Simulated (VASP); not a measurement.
# Cu3S2 (P-4m2) in VASP: single point with LDA

Aim: the single point of Cu3S2 with LDA.

Program: VASP 6.6.1. These are calculated values, not measurements. Logs are shortened: lines on timing, memory, paths and dates and some standing lists are left out, and cuts for length are marked.

## Step 1: The cell of the first run

It takes space group P-4m2 (No. 115, tetragonal). Conventional cell: a = 3.473 Å, b = 3.473 Å, c = 5.934 Å, α = 90.00°, β = 90.00°, γ = 90.00°. Cu (site symmetry -4m2) has 4 S at 2.36 Å and 4 Cu at 2.62 Å within 3.1 Å. Cu (site symmetry 2mm) has 5 S at 2.38 to 2.48 Å and 6 Cu at 2.62 to 3.18 Å within 3.2 Å. S (site symmetry 2mm) has 7 Cu at 2.36 to 2.48 Å within 3.1 Å.

## Step 2: Single point, LDA

Contents of INCAR:

```
SYSTEM = Cu3S2
PREC = Accurate ; ENCUT = 520
EDIFF = 1E-6 ; ISMEAR = -1
SIGMA = 0.1 ; LREAL = .False.
LASPH = .True. ; NELM = 80
ALGO = Normal ; ISIF = 2
LWAVE = .False. ; LCHARG = .False.
NBANDS = 30
```

Contents of KPOINTS:

```
regular mesh
0
Gamma
  7 7 4
  0 0 0
```

Contents of POSCAR:

```
Cu3S2
1.0
    3.4725080000      0.0000000000      0.0000000000
    0.0000000000      3.4725080000      0.0000000000
    0.0000000000      0.0000000000      5.9338830000
Cu S
3 2
Direct
    0.5000000000      0.5000000000      0.0000000000
    0.5000000000      0.0000000000      0.3299700000
    0.0000000000      0.5000000000      0.6700300000
    0.5000000000      0.0000000000      0.7315810000
    0.0000000000      0.5000000000      0.2684190000
```

Potentials or basis: VASP PAW LDA potentials, release 64 (Cu, S).

On the command line:

```sh
> cat potpaw_LDA.64/Cu/POTCAR potpaw_LDA.64/S/POTCAR > POTCAR
> mpirun -np 1 vasp_std > vasp.out
```

OUTCAR:

```text
SYSTEM = Cu3S2
   PREC = Accurate
   ENCUT = 520
   EDIFF = 1E-6
   ISMEAR = -1
   LREAL = .False.
   LASPH = .True.
   NELM = 80
   ISIF = 2

 ion  position               nearest neighbor table
   1  0.500  0.500  0.000-   4 2.36   5 2.36   4 2.36   5 2.36   2 2.62   2 2.62   3 2.62   3 2.62

   2  0.500  0.000  0.330-   4 2.38   5 2.48   5 2.48   5 2.48   5 2.48   1 2.62   1 2.62
   3  0.000  0.500  0.670-   5 2.38   4 2.48   4 2.48   4 2.48   4 2.48   1 2.62   1 2.62
   4  0.500  0.000  0.732-   1 2.36   1 2.36   2 2.38   3 2.48   3 2.48   3 2.48   3 2.48
   5  0.000  0.500  0.268-   1 2.36   1 2.36   3 2.38   2 2.48   2 2.48   2 2.48   2 2.48

  LATTYP: Found a simple tetragonal cell.
 ALAT       =     3.4725080000
 C/A-ratio  =     1.7088176615

  Lattice vectors:

 A1 = (   3.4725080000,   0.0000000000,   0.0000000000)
 A2 = (   0.0000000000,   3.4725080000,   0.0000000000)
 A3 = (   0.0000000000,   0.0000000000,   5.9338830000)

Analysis of symmetry for initial positions (statically):
=====================================================================
 Subroutine PRICEL returns:
 Original cell was already a primitive cell.

 Routine SETGRP: Setting up the symmetry group for a
 simple tetragonal supercell.

 Subroutine GETGRP returns: Found  8 space group operations
 (whereof  8 operations were pure point group operations)
 out of a pool of 16 trial point group operations.

The static configuration has the point symmetry D_2d.

Analysis of symmetry for dynamics (positions and initial velocities):
=====================================================================
 Subroutine PRICEL returns:
 Original cell was already a primitive cell.

 Routine SETGRP: Setting up the symmetry group for a
 simple tetragonal supercell.

 Subroutine GETGRP returns: Found  8 space group operations
 (whereof  8 operations were pure point group operations)
 out of a pool of 16 trial point group operations.

The dynamic configuration has the point symmetry D_2d.

 Subroutine INISYM returns: Found  8 space group operations
 (whereof  8 operations are pure point group operations),
 and found     1 'primitive' translations

----------------------------------------------------------------------------------------

                                     Primitive cell

  volume of cell :      71.5526

  direct lattice vectors                    reciprocal lattice vectors
     3.472508000  0.000000000  0.000000000     0.287976298  0.000000000  0.000000000
     0.000000000  3.472508000  0.000000000     0.000000000  0.287976298  0.000000000
     0.000000000  0.000000000  5.933883000     0.000000000  0.000000000  0.168523714

  length of vectors
     3.472508000  3.472508000  5.933883000     0.287976298  0.287976298  0.168523714

  position of ions in fractional coordinates (direct lattice)
     0.500000000  0.500000000  0.000000000
     0.500000000  0.000000000  0.329970000
     0.000000000  0.500000000  0.670030000
     0.500000000  0.000000000  0.731581000
     0.000000000  0.500000000  0.268419000

  ion indices of the primitive-cell ions
   primitive index   ion index
                 1           1
                 2           2
                 3           3
                 4           4
                 5           5

----------------------------------------------------------------------------------------

 KPOINTS: regular mesh

Automatic generation of k-mesh.
 Grid dimensions read from file:
 generate k-points for:    7    7    4

 Generating k-lattice:

  Cartesian coordinates                     Fractional coordinates (reciprocal lattice)
     0.041139471  0.000000000  0.000000000     0.142857143  0.000000000  0.000000000
     0.000000000  0.041139471  0.000000000     0.000000000  0.142857143  0.000000000
     0.000000000  0.000000000  0.042130928     0.000000000  0.000000000  0.250000000

  Length of vectors
     0.041139471  0.041139471  0.042130928

  Shift w.r.t. Gamma in fractional coordinates (k-lattice)
     0.000000000  0.000000000  0.000000000

 Subroutine IBZKPT returns following result:
 ===========================================

 Found     30 irreducible k-points:

 Following reciprocal coordinates:
            Coordinates               Weight
  0.000000  0.000000  0.000000      1.000000
  0.142857  0.000000  0.000000      4.000000
  0.285714  0.000000  0.000000      4.000000
  0.428571  0.000000  0.000000      4.000000
  0.142857  0.142857  0.000000      4.000000
  0.285714  0.142857  0.000000      8.000000
[... 16 lines left out ...]
  0.285714  0.000000  0.500000      4.000000
  0.428571  0.000000  0.500000      4.000000
 [... further k-points ...]
   k-points           NKPTS =     30   k-points in BZ     NKDIM =     30   number of bands    NBANDS=     30
   number of dos      NEDOS =    301   number of ions     NIONS =      5
   total plane-waves  NPLWV =  37632
   dimension x,y,z NGX =    28 NGY =   28 NGZ =   48
   dimension x,y,z NGXF=    56 NGYF=   56 NGZF=   96
   ions per type =               3   2
   NGX,Y,Z   is equivalent  to a cutoff of  13.40, 13.40, 13.45 a.u.
   NGXF,Y,Z  is equivalent  to a cutoff of  26.81, 26.81, 26.90 a.u.
 SYSTEM =  Cu3S2
   PREC   = accura    normal or accurate (medium, high low for compatibility)
   ISTART =      0    job   : 0-new  1-cont  2-samecut
   ICHARG =      2    charge: 1-file 2-atom 10-const
   ISPIN  =      1    spin polarized calculation?
   LNONCOLLINEAR =      F non collinear calculations
   LSORBIT =      F    spin-orbit coupling
   LASPH  =      T    aspherical Exc in radial PAW
   ENCUT  =  520.0 eV  38.22 Ry    6.18 a.u.   6.46  6.46 11.03*2*pi/ulx,y,z
   NELM   =     80;   NELMIN=  2; NELMDL= -5     # of ELM steps
   EDIFF  = 0.1E-05   stopping-criterion for ELM
   LREAL  =      F    real-space projection
[... 7 lines left out ...]
   TEBEG  =    0.0;   TEEND  =   0.0 temperature during run
   PSTRESS=    0.0 pullay stress
   NELECT =      45.0000    total number of electrons
   NUPDOWN=      -1.0000    fix difference up-down
   EMIN   =  10.00;   EMAX   =-10.00  energy-range for DOS
   EFERMI =   0.00;   METHOD = LEGACY
   ISMEAR =    -1;   SIGMA  =   0.10  broadening in eV -4-tet -1-fermi 0-gaus
   EFERMI_NEDOS =   21; number of points for ismear=-14 and -15
   IALGO  =     38    algorithm
   IMIX   =      4    mixing-type and parameters
     AMIX     =   0.40;   BMIX     =  1.00
     AMIX_MAG =   1.60;   BMIX_MAG =  1.00
  volume/ion in A,a.u.               =      14.31        96.57
  Fermi-wavevector in a.u.,A,eV,Ry     =   1.402611  2.650550 26.766973  1.967317
  Thomas-Fermi vector in A             =   2.525355
   LORBIT       =      0    0 simple, 1 ext, 2 COOP (PROOUT), +10 PAW based schemes
   GGA     = CA    functional components
   LHFCALC =     F    Hartree Fock is set to
   AEXX    =    0.0000 exact exchange contribution
   IVDW    =     0    specifies the selected vdW correction
   LEPSILON=     F    determine dielectric tensor
   LRPA    =     F    only Hartree local field effects (RPA)
 non-spin polarized calculation
  energy-cutoff  :      520.00
  volume of cell :       71.55
 maximum number of plane-waves:      1942
 NGX is ok and might be reduce to    28
   NGX = 13   NGY = 13   NGZ = 23

 number of electron      45.0000045 magnetization

 Free energy of the ion-electron system (eV)
  ---------------------------------------------------
  ext. energy  EPLUGINS =         0.00000000
  ---------------------------------------------------
  free energy    TOTEN  =       -24.11686793 eV

  energy without entropy =      -24.02532891  energy(sigma->0) =      -24.07109842

 E-fermi :   6.7389     XC(G=0): -11.7500

 val. band max:        6.7306897107   @ k =   0.4286   0.1429   0.0000
 cond. band min:       6.7519370255   @ k =   0.1429   0.0000   0.0000
 fundamental gap:      0.0212473148
 Fermi energy:         6.7388892402

 k-point     1 :       0.0000    0.0000    0.0000
  band No.  band energies     occupation
      1      -8.0036      2.00000
      2      -6.7626      2.00000
      3      -0.0179      2.00000
      4       2.3480      2.00000
      5       2.3480      2.00000
      6       2.5756      2.00000
[... 22 lines left out ...]
     29      14.2213      0.00000
     30      14.7091      0.00000

 k-point     2 :       0.1429    0.0000    0.0000
  band No.  band energies     occupation
      1      -7.8427      2.00000
      2      -6.6769      2.00000
      3       0.1421      2.00000
      4       1.7809      2.00000
      5       2.2582      2.00000
      6       2.4377      2.00000
[... 22 lines left out ...]
     29      14.3932      0.00000
     30      14.8165      0.00000

 k-point     3 :       0.2857    0.0000    0.0000
  band No.  band energies     occupation
      1      -7.4067      2.00000
      2      -6.5026      2.00000
      3       0.4762      2.00000
      4       0.5379      2.00000
      5       1.4122      2.00000
      6       2.0702      2.00000
[... 22 lines left out ...]
     29      14.3484      0.00000
     30      14.5024      0.00000

 k-point     4 :       0.4286    0.0000    0.0000
  band No.  band energies     occupation
      1      -6.8681      2.00000
      2      -6.4818      2.00000
      3      -0.3702      2.00000
      4       0.2469      2.00000
      5       1.3784      2.00000
      6       1.9323      2.00000
[... 22 lines left out ...]
     29      13.5191      0.00000
     30      13.5409      0.00000

 k-point     5 :       0.1429    0.1429    0.0000
  band No.  band energies     occupation
      1      -7.6880      2.00000
      2      -6.5963      2.00000
      3       0.3008      2.00000
      4       1.5885      2.00000
      5       1.9304      2.00000
      6       2.3725      2.00000
[... 22 lines left out ...]
     29      14.5370      0.00000
     30      14.6627      0.00000
[... 526 lines left out ...]
     29      13.8391      0.00000
     30      15.0075      0.00000

 k-point    22 :       0.1429    0.0000    0.5000
  band No.  band energies     occupation
      1      -7.4539      2.00000
      2      -7.1698      2.00000
      3       0.8446      2.00000
      4       1.0592      2.00000
      5       1.9461      2.00000
      6       2.3268      2.00000
[... 22 lines left out ...]
     29      13.9773      0.00000
     30      14.7442      0.00000

 k-point    23 :       0.2857    0.0000    0.5000
  band No.  band energies     occupation
      1      -7.0904      2.00000
      2      -6.8581      2.00000
      3      -0.0142      2.00000
      4       0.6294      2.00000
      5       1.6750      2.00000
      6       2.1341      2.00000
[... 22 lines left out ...]
     29      13.9834      0.00000
     30      14.7208      0.00000

 k-point    24 :       0.4286    0.0000    0.5000
  band No.  band energies     occupation
      1      -6.7258      2.00000
      2      -6.5750      2.00000
      3      -0.8865      2.00000
      4      -0.0706      2.00000
      5       1.8200      2.00000
      6       1.9930      2.00000
[... 22 lines left out ...]
     29      13.5320      0.00000
     30      14.1062      0.00000

 [... further k-points ...]
[... 5 lines left out ...]
  --------------------------------------------------------------------------------------
  -------------------------------------------------------------------------------------
  Total       -3.0732180     -3.0732180     -3.4892033      0.0000000      0.0000000      0.0000000
  in kB      -68.8142639    -68.8142639    -78.1288375      0.0000000      0.0000000      0.0000000
  external PRESSURE =     -71.9191217 kB  Pullay stress =       0.0000000 kB

 VOLUME and BASIS-vectors are now :
 -----------------------------------------------------------------------------
  energy-cutoff  :      520.00
  volume of cell :       71.55
      direct lattice vectors                 reciprocal lattice vectors
     3.472508000  0.000000000  0.000000000     0.287976298  0.000000000  0.000000000
     0.000000000  3.472508000  0.000000000     0.000000000  0.287976298  0.000000000
     0.000000000  0.000000000  5.933883000     0.000000000  0.000000000  0.168523714

 POSITION                                       TOTAL-FORCE (eV/Angst)
 -----------------------------------------------------------------------------------
      1.73625      1.73625      0.00000         0.000000     -0.000000      0.000000
      1.73625      0.00000      1.95800        -0.000000      0.000000     -0.043538
      0.00000      1.73625      3.97588         0.000000      0.000000      0.043538
      1.73625      0.00000      4.34112         0.000000      0.000000      0.003066
      0.00000      1.73625      1.59277         0.000000      0.000000     -0.003066
 -----------------------------------------------------------------------------------
    total drift:                                0.000000      0.000000      0.000000

  FREE ENERGIE OF THE ION-ELECTRON SYSTEM (eV)
  ---------------------------------------------------
  free  energy   TOTEN  =       -24.1168679307 eV

  energy  without entropy=      -24.0253289114  energy(sigma->0) =      -24.07109842
```

It took 2 min on 1 thread of Intel Xeon 8259CL, shared host; peak memory 0.19 GiB.

What came out:

```
Free energy            : -24.1169 eV
Pressure               : -7.2 GPa
Largest force          : 0.044 eV/Å
Band gap on the k mesh : zero (an odd number of electrons rules out a gap without spin polarisation)
```

Forces on the atoms (eV/Å):
```
Cu   0.000  0.000  0.000
Cu   0.000  0.000 -0.044
Cu   0.000  0.000  0.044
S    0.000  0.000  0.003
S    0.000  0.000 -0.003
```

Levels at points of the mesh, in eV from the Fermi level:
| k point | band 20 | band 21 | band 22 | band 23 | band 24 | band 25 | band 26 | band 27 |
| --- | --- | --- | --- | --- | --- | --- | --- | --- |
| (0.00, 0.00, 0.00) | -1.91 | -0.41 | -0.41 | -0.13 | 0.83 | 2.00 | 5.99 | 7.20 |
| (0.00, 0.00, 0.50) | -1.35 | -0.84 | -0.79 | -0.79 | 2.35 | 2.39 | 4.49 | 6.39 |

Caveat: the cell stands under tension.

The gap in the log of VASP goes by the Fermi energy; the results here count the filled bands.